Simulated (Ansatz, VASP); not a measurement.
**Two plane-wave programs on KBr**

```
CELL_PARAMETERS angstrom
0.00000 3.30000 3.30000
3.30000 0.00000 3.30000
3.30000 3.30000 0.00000
ATOMIC_POSITIONS crystal
K 0.00000 0.00000 0.00000
Br 0.50000 0.50000 0.50000
```

Alike in both runs: task single point; functional BLYP; k mesh 5 × 5 × 5; no spin polarisation.

|  | VASP | Ansatz |
| --- | --- | --- |
| version | VASP 6.6.1 | Ansatz 0.2.0 |
| potentials or method | VASP PAW PBE potentials, release 64 (K_sv, Br) | plane waves, PAW |
| plane-wave cutoff (eV) | 500 | 420 |
| occupations | gaussian, width 0.01 eV | fixed |
| valence electrons in the cell | 16 | 16 |

|  | VASP | Ansatz | Ansatz less VASP |
| --- | --- | --- | --- |
| pressure (GPa) | 1.5 | 1.5 | -0.05 |

VASP's potentials were made for PBE, not for BLYP. Ansatz's warnings: stress scf threshold loose.
